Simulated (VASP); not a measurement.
# NaCl (Fm-3m) in VASP: notebook

Runs on NaCl. Level: LDA. Tasks: single point.

Everything below comes from runs of VASP 6.6.1. Logs are shortened: lines on timing, memory, paths and dates and some standing lists are left out, and cuts for length are marked.

**1. The cell of the first run**

The structure is cubic, space group Fm-3m (No. 225). The conventional cell has a = 5.194 Å, b = 5.194 Å, c = 5.194 Å, α = 90.00°, β = 90.00°, γ = 90.00°. Within 3.4 Å of Na (site symmetry m-3m) lie 6 Cl at 2.60 Å. Within 3.4 Å of Cl (site symmetry m-3m) lie 6 Na at 2.60 Å.

**2. Single point, LDA**

Input file INCAR:

```
SYSTEM = NaCl
PREC = Accurate ; ENCUT = 520
EDIFF = 1E-6 ; ISMEAR = 0
SIGMA = 0.01 ; LREAL = .FALSE.
LASPH = .TRUE. ; NELM = 80
ALGO = Normal ; ISIF = 2
LWAVE = .FALSE. ; LCHARG = .TRUE.
LELF = .TRUE. ; LVHAR = .TRUE.
NBANDS = 14
```

Input file KPOINTS:

```
Automatic mesh
0
G
  8 8 8
  0 0 0
```

Input file POSCAR:

```
NaCl
1.0
    2.5969403387      2.5969403387      0.0000000000
   -2.5969403387      2.5969403387      0.0000000000
    0.0000000000      2.5969403387      2.5969403387
Na Cl
1 1
Direct
    0.0000000000      0.0000000000      0.0000000000
    0.5000000000      0.5000000000      0.0000000000
```

Potentials or basis: VASP PAW LDA potentials, release 64 (Na_pv, Cl).

Launch:

```
$ cat potpaw_LDA.64/Na_pv/POTCAR potpaw_LDA.64/Cl/POTCAR > POTCAR
$ mpirun -np 1 vasp_std > vasp.out
```

OUTCAR:

```text
SYSTEM = NaCl
   PREC = Accurate
   ENCUT = 520
   EDIFF = 1E-6
   ISMEAR = 0
   LREAL = .FALSE.
   LASPH = .TRUE.
   NELM = 80
   ISIF = 2

 ion  position               nearest neighbor table
   1  0.000  0.000  0.000-   2 2.60   2 2.60   2 2.60   2 2.60   2 2.60   2 2.60
   2  0.500  0.500  0.000-   1 2.60   1 2.60   1 2.60   1 2.60   1 2.60   1 2.60

  LATTYP: Found a face centered cubic cell.
 ALAT       =     5.1938806774

  Lattice vectors:

 A1 = (   0.0000000000,   2.5969403387,   2.5969403387)
 A2 = (   2.5969403387,   0.0000000000,   2.5969403387)
 A3 = (   2.5969403387,   2.5969403387,   0.0000000000)

Analysis of symmetry for initial positions (statically):
=====================================================================
 Subroutine PRICEL returns:
 Original cell was already a primitive cell.

 Routine SETGRP: Setting up the symmetry group for a
 face centered cubic supercell.

 Subroutine GETGRP returns: Found 48 space group operations
 (whereof 48 operations were pure point group operations)
 out of a pool of 48 trial point group operations.

The static configuration has the point symmetry O_h .

Analysis of symmetry for dynamics (positions and initial velocities):
=====================================================================
 Subroutine PRICEL returns:
 Original cell was already a primitive cell.

 Routine SETGRP: Setting up the symmetry group for a
 face centered cubic supercell.

 Subroutine GETGRP returns: Found 48 space group operations
 (whereof 48 operations were pure point group operations)
 out of a pool of 48 trial point group operations.

The dynamic configuration has the point symmetry O_h .

 Subroutine INISYM returns: Found 48 space group operations
 (whereof 48 operations are pure point group operations),
 and found     1 'primitive' translations

----------------------------------------------------------------------------------------

                                     Primitive cell

  volume of cell :      35.0280

  direct lattice vectors                    reciprocal lattice vectors
     2.596940339  2.596940339  0.000000000     0.192534265  0.192534265 -0.192534265
    -2.596940339  2.596940339  0.000000000    -0.192534265  0.192534265 -0.192534265
     0.000000000  2.596940339  2.596940339     0.000000000  0.000000000  0.385068530

  length of vectors
     3.672628248  3.672628248  3.672628248     0.333479130  0.333479130  0.385068530

  position of ions in fractional coordinates (direct lattice)
     0.000000000  0.000000000  0.000000000
     0.500000000  0.500000000  0.000000000

  ion indices of the primitive-cell ions
   primitive index   ion index
                 1           1
[... 87 lines left out ...]
   EFERMI =   0.00;   METHOD = LEGACY
   ISMEAR =     0;   SIGMA  =   0.01  broadening in eV -4-tet -1-fermi 0-gaus
   EFERMI_NEDOS =   21; number of points for ismear=-14 and -15
   IALGO  =     38    algorithm
   IMIX   =      4    mixing-type and parameters
     AMIX     =   0.40;   BMIX     =  1.00
     AMIX_MAG =   1.60;   BMIX_MAG =  1.00
  volume/ion in A,a.u.               =      17.51       118.19
  Fermi-wavevector in a.u.,A,eV,Ry     =   1.205903  2.278825 19.785604  1.454201
  Thomas-Fermi vector in A             =   2.341585
   LORBIT       =      0    0 simple, 1 ext, 2 COOP (PROOUT), +10 PAW based schemes
   GGA     = CA    functional components
   LHFCALC =     F    Hartree Fock is set to
   AEXX    =    0.0000 exact exchange contribution
   IVDW    =     0    specifies the selected vdW correction
   LEPSILON=     F    determine dielectric tensor
   LRPA    =     F    only Hartree local field effects (RPA)
 non-spin polarized calculation
 Gauss-broadening in eV      SIGMA  =   0.01
  energy-cutoff  :      520.00
  volume of cell :       35.03
 maximum number of plane-waves:       960
   NGX = 13   NGY = 13   NGZ = 13

 number of electron      14.0000007 magnetization

 Free energy of the ion-electron system (eV)
  ---------------------------------------------------
  ext. energy  EPLUGINS =         0.00000000
  ---------------------------------------------------
  free energy    TOTEN  =        -7.27768175 eV

  energy without entropy =       -7.27768175  energy(sigma->0) =       -7.27768175

 E-fermi :   0.8518     XC(G=0):  -9.8350

 val. band max:        0.7721830122   @ k =   0.0000   0.0000   0.0000
 cond. band min:       6.5989055173   @ k =   0.0000   0.0000   0.0000
 fundamental gap:      5.8267225052
 Fermi energy:         0.8518148301

 k-point     1 :       0.0000    0.0000    0.0000
  band No.  band energies     occupation
      1     -19.7125      2.00000
      2     -19.7125      2.00000
      3     -19.7125      2.00000
      4     -12.5392      2.00000
      5       0.7722      2.00000
      6       0.7722      2.00000
      7       0.7722      2.00000
      8       6.5989      0.00000
      9      11.7632      0.00000
     10      11.7632      0.00000
     11      11.7632      0.00000
     12      14.3507      0.00000
     13      14.3507      0.00000
     14      16.1367      0.00000
[... 377 lines left out ...]
      1     -19.7891      2.00000
      2     -19.7366      2.00000
      3     -19.7249      2.00000
      4     -11.7638      2.00000
      5      -1.7538      2.00000
      6      -0.4477      2.00000
      7       0.0951      2.00000
      8       9.3460      0.00000
      9      10.7604      0.00000
     10      11.9658      0.00000
     11      13.0852      0.00000
     12      16.0951      0.00000
     13      17.8167      0.00000
     14      18.8330      0.00000

 [... further k-points ...]

------------------------ aborting loop because EDIFF is reached ----------------------------------------

  FORCE on cell =-STRESS in cart. coord.  units (eV):
  Direction    XX          YY          ZZ          XY          YZ          ZX
  --------------------------------------------------------------------------------------
  -------------------------------------------------------------------------------------
  Total        1.5489278      1.5489278      1.5489278     -0.0000000      0.0000000     -0.0000000
  in kB       70.8477126     70.8477126     70.8477126     -0.0000000      0.0000000     -0.0000000
  external PRESSURE =      70.8477126 kB  Pullay stress =       0.0000000 kB

 VOLUME and BASIS-vectors are now :
 -----------------------------------------------------------------------------
  energy-cutoff  :      520.00
  volume of cell :       35.03
      direct lattice vectors                 reciprocal lattice vectors
     2.596940339  2.596940339  0.000000000     0.192534265  0.192534265 -0.192534265
    -2.596940339  2.596940339  0.000000000    -0.192534265  0.192534265 -0.192534265
     0.000000000  2.596940339  2.596940339     0.000000000  0.000000000  0.385068530

 POSITION                                       TOTAL-FORCE (eV/Angst)
 -----------------------------------------------------------------------------------
      0.00000      0.00000      0.00000        -0.000000     -0.000000      0.000000
      0.00000      2.59694      0.00000         0.000000      0.000000      0.000000
 -----------------------------------------------------------------------------------
    total drift:                               -0.000000      0.000000     -0.000000

  FREE ENERGIE OF THE ION-ELECTRON SYSTEM (eV)
  ---------------------------------------------------
  free  energy   TOTEN  =        -7.2776817509 eV

  energy  without entropy=       -7.2776817509  energy(sigma->0) =       -7.27768175
```

OSZICAR:

```text
N       E                     dE             d eps       ncg     rms          rms(c)
DAV:   1     0.101038885989E+03    0.10104E+03   -0.70644E+03   812   0.105E+03
DAV:   2    -0.643267703374E+00   -0.10168E+03   -0.94273E+02   904   0.291E+02
DAV:   3    -0.736842698717E+01   -0.67252E+01   -0.66894E+01  1040   0.680E+01
DAV:   4    -0.745854584554E+01   -0.90119E-01   -0.90093E-01   950   0.830E+00
DAV:   5    -0.746020598026E+01   -0.16601E-02   -0.16600E-02  1052   0.116E+00    0.230E+00
DAV:   6    -0.730017993063E+01    0.16003E+00   -0.21674E-01  1020   0.356E+00    0.170E+00
DAV:   7    -0.727938100377E+01    0.20799E-01   -0.54973E-02  1140   0.162E+00    0.108E+00
DAV:   8    -0.727781396378E+01    0.15670E-02   -0.42100E-03   992   0.646E-01    0.309E-01
DAV:   9    -0.727768412138E+01    0.12984E-03   -0.21601E-04  1028   0.140E-01    0.107E-01
DAV:  10    -0.727768195900E+01    0.21624E-05   -0.50233E-05  1070   0.916E-02    0.410E-03
DAV:  11    -0.727768175091E+01    0.20808E-06   -0.40832E-06   956   0.263E-02
   1 F= -.72776818E+01 E0= -.72776818E+01  d E =-.954211E-32
```

Run time: 9.9 s. Hardware: 1 thread of Intel Xeon 6975P-C (Granite Rapids), shared host; peak memory 0.13 GiB.

What came out:

| Property | Result |
| --- | --- |
| Free energy | -7.2777 eV |
| Pressure | 7.1 GPa |
| Band gap on the k mesh | 5.83 eV, direct |

Levels at points of the mesh, in eV from the valence-band top:
| k point | band 5 | band 6 | band 7 | band 8 | band 9 | band 10 |
| --- | --- | --- | --- | --- | --- | --- |
| (0.00, 0.00, 0.00) | 0.00 | 0.00 | 0.00 | 5.83 | 10.99 | 10.99 |
| (0.50, 0.00, 0.00) | -2.92 | -0.46 | -0.46 | 7.29 | 11.23 | 11.23 |
| (0.50, 0.50, 0.00) | -2.51 | -0.91 | -0.91 | 7.37 | 7.86 | 12.85 |

**3. Single point, LDA**

Input file INCAR:

```
PREC     = Accurate       # precision mode
ENCUT    = 520            # plane-wave cutoff, eV
EDIFF    = 1E-6           # SCF threshold, eV
ISMEAR   = 0              # smearing method
SIGMA    = 0.01           # smearing width, eV
LREAL    = F              # projectors in reciprocal space
LASPH    = T              # aspherical terms in the spheres
NELM     = 60             # most SCF steps
ALGO     = Normal         # electronic algorithm
ISIF     = 2              # what is computed and relaxed
LWAVE    = F              # write WAVECAR
LCHARG   = F              # write CHGCAR
NBANDS   = 14             # bands
```

Input file KPOINTS:

```
regular mesh
0
Gamma
  8 8 8
```

POSCAR is that of step 2.

Potentials or basis: VASP PAW LDA potentials, release 64 (Na_pv, Cl).

Launch:

```
$ cat potpaw_LDA.64/Na_pv/POTCAR potpaw_LDA.64/Cl/POTCAR > POTCAR
$ mpirun -np 1 vasp_std > vasp.out
```

Run time: 9.5 s. Hardware: 1 thread of Intel Xeon 6975P-C (Granite Rapids), shared host; peak memory 0.13 GiB.

The run converged. Its results:

```yaml
Free_energy: -7.2777 eV
Pressure: 7.1 GPa
Band_gap_on_the_k_mesh: 5.83 eV, direct
```

Levels at points of the mesh, in eV from the valence-band top:
```tsv
k point	band 5	band 6	band 7	band 8	band 9	band 10
(0.00, 0.00, 0.00)	0.00	0.00	0.00	5.83	10.99	10.99
(0.50, 0.00, 0.00)	-2.92	-0.46	-0.46	7.29	11.23	11.23
(0.50, 0.50, 0.00)	-2.51	-0.91	-0.91	7.37	7.86	12.85
```

**4. Single point, LDA**

This run uses another cell than the first one, of 16.77 Å³/atom, 0.957 times its volume.

Input file INCAR:

```
ALGO = Normal
EDIFF = 1E-6
ENCUT = 520
ISIF = 2
ISMEAR = 0
LASPH = True
LCHARG = False
LREAL = False
LWAVE = False
NBANDS = 14
NELM = 80
PREC = Accurate
SIGMA = 0.01
```

Input file KPOINTS:

```
k-points
0
Gamma
  8 8 8
```

Input file POSCAR:

```
NaCl
1.0
    2.5595368221      2.5595368221      0.0000000000
   -2.5595368221      2.5595368221      0.0000000000
    0.0000000000      2.5595368221      2.5595368221
Na Cl
1 1
Direct
    0.0000000000      0.0000000000      0.0000000000
    0.5000000000      0.5000000000      0.0000000000
```

Potentials or basis: VASP PAW LDA potentials, release 64 (Na_pv, Cl).

Launch:

```
$ cat potpaw_LDA.64/Na_pv/POTCAR potpaw_LDA.64/Cl/POTCAR > POTCAR
$ mpirun -np 1 vasp_std > vasp.out
```

OUTCAR:

```text
EDIFF = 1E-6
   ENCUT = 520
   ISIF = 2
   ISMEAR = 0
   LASPH = True
   LREAL = False
   NELM = 80
   PREC = Accurate

 ion  position               nearest neighbor table
   1  0.000  0.000  0.000-   2 2.56   2 2.56   2 2.56   2 2.56   2 2.56   2 2.56
   2  0.500  0.500  0.000-   1 2.56   1 2.56   1 2.56   1 2.56   1 2.56   1 2.56

  LATTYP: Found a face centered cubic cell.
 ALAT       =     5.1190736442

  Lattice vectors:

 A1 = (   0.0000000000,   2.5595368221,   2.5595368221)
 A2 = (   2.5595368221,   0.0000000000,   2.5595368221)
 A3 = (   2.5595368221,   2.5595368221,   0.0000000000)

Analysis of symmetry for initial positions (statically):
=====================================================================
 Subroutine PRICEL returns:
 Original cell was already a primitive cell.

 Routine SETGRP: Setting up the symmetry group for a
 face centered cubic supercell.

 Subroutine GETGRP returns: Found 48 space group operations
 (whereof 48 operations were pure point group operations)
 out of a pool of 48 trial point group operations.

The static configuration has the point symmetry O_h .
[... 174 lines left out ...]
      5       1.1399      2.00000
      6       1.1399      2.00000
      7       1.1399      2.00000
      8       7.2139      0.00000
      9      12.1295      0.00000
     10      12.1295      0.00000
     11      12.1295      0.00000
     12      14.7891      0.00000
     13      14.7891      0.00000
     14      16.6494      0.00000
[... 377 lines left out ...]
      1     -19.4209      2.00000
      2     -19.3569      2.00000
      3     -19.3429      2.00000
      4     -11.4675      2.00000
      5      -1.5526      2.00000
      6      -0.1704      2.00000
      7       0.4075      2.00000
      8       9.8088      0.00000
      9      11.2181      0.00000
     10      12.5902      0.00000
     11      13.6011      0.00000
     12      16.6837      0.00000
     13      18.5219      0.00000
     14      19.5033      0.00000

 [... further k-points ...]

------------------------ aborting loop because EDIFF is reached ----------------------------------------

  FORCE on cell =-STRESS in cart. coord.  units (eV):
  Direction    XX          YY          ZZ          XY          YZ          ZX
  --------------------------------------------------------------------------------------
  -------------------------------------------------------------------------------------
  Total        2.1117908      2.1117908      2.1117908      0.0000000      0.0000000      0.0000000
  in kB      100.8898151    100.8898151    100.8898151      0.0000000      0.0000000      0.0000000
  external PRESSURE =     100.8898151 kB  Pullay stress =       0.0000000 kB

 VOLUME and BASIS-vectors are now :
 -----------------------------------------------------------------------------
  energy-cutoff  :      520.00
  volume of cell :       33.54
      direct lattice vectors                 reciprocal lattice vectors
     2.559536822  2.559536822  0.000000000     0.195347844  0.195347844 -0.195347844
    -2.559536822  2.559536822  0.000000000    -0.195347844  0.195347844 -0.195347844
     0.000000000  2.559536822  2.559536822     0.000000000  0.000000000  0.390695688

 POSITION                                       TOTAL-FORCE (eV/Angst)
 -----------------------------------------------------------------------------------
      0.00000      0.00000      0.00000         0.000000      0.000000      0.000000
      0.00000      2.55954      0.00000        -0.000000     -0.000000      0.000000
 -----------------------------------------------------------------------------------
    total drift:                               -0.000000      0.000000     -0.000000

  FREE ENERGIE OF THE ION-ELECTRON SYSTEM (eV)
  ---------------------------------------------------
  free  energy   TOTEN  =        -7.1979290601 eV

  energy  without entropy=       -7.1979290601  energy(sigma->0) =       -7.19792906
```

OSZICAR:

```text
N       E                     dE             d eps       ncg     rms          rms(c)
DAV:   1     0.102607634935E+03    0.10261E+03   -0.72347E+03   812   0.109E+03
DAV:   2    -0.348591436161E+00   -0.10296E+03   -0.95398E+02   914   0.289E+02
DAV:   3    -0.729619581522E+01   -0.69476E+01   -0.69158E+01  1028   0.701E+01
DAV:   4    -0.738184302794E+01   -0.85647E-01   -0.85627E-01   986   0.817E+00
DAV:   5    -0.738337809648E+01   -0.15351E-02   -0.15350E-02  1022   0.114E+00    0.240E+00
DAV:   6    -0.722144066387E+01    0.16194E+00   -0.21562E-01  1006   0.366E+00    0.178E+00
DAV:   7    -0.719966223343E+01    0.21778E-01   -0.56656E-02  1164   0.169E+00    0.111E+00
DAV:   8    -0.719804982003E+01    0.16124E-02   -0.40846E-03   920   0.648E-01    0.299E-01
DAV:   9    -0.719792914218E+01    0.12068E-03   -0.21504E-04  1040   0.151E-01    0.904E-02
DAV:  10    -0.719792910109E+01    0.41090E-07   -0.36889E-05  1078   0.898E-02    0.469E-03
DAV:  11    -0.719792906009E+01    0.41002E-07   -0.37674E-06   946   0.261E-02
   1 F= -.71979291E+01 E0= -.71979291E+01  d E =-.270005E-42
```

stdout:

```text
POSCAR found type information on POSCAR NaCl
 POSCAR found :  2 types and       2 ions
 scaLAPACK will be used
 LDA part: xc-table for (Slater(with rela. corr.)+CA(PZ))
 , standard interpolation
 POSCAR, INCAR and KPOINTS ok, starting setup
 FFT: planning ... GRIDC
 FFT: planning ... GRID_SOFT
 FFT: planning ... GRID
 WAVECAR not read
 entering main loop
```

Wall time 9.5 s (1 thread of Intel Xeon 6975P-C (Granite Rapids), shared host); peak memory 0.13 GiB.

Results:

```yaml
Free_energy: -7.1979 eV
Pressure: 10.1 GPa
Band_gap_on_the_k_mesh: 6.07 eV, direct
```
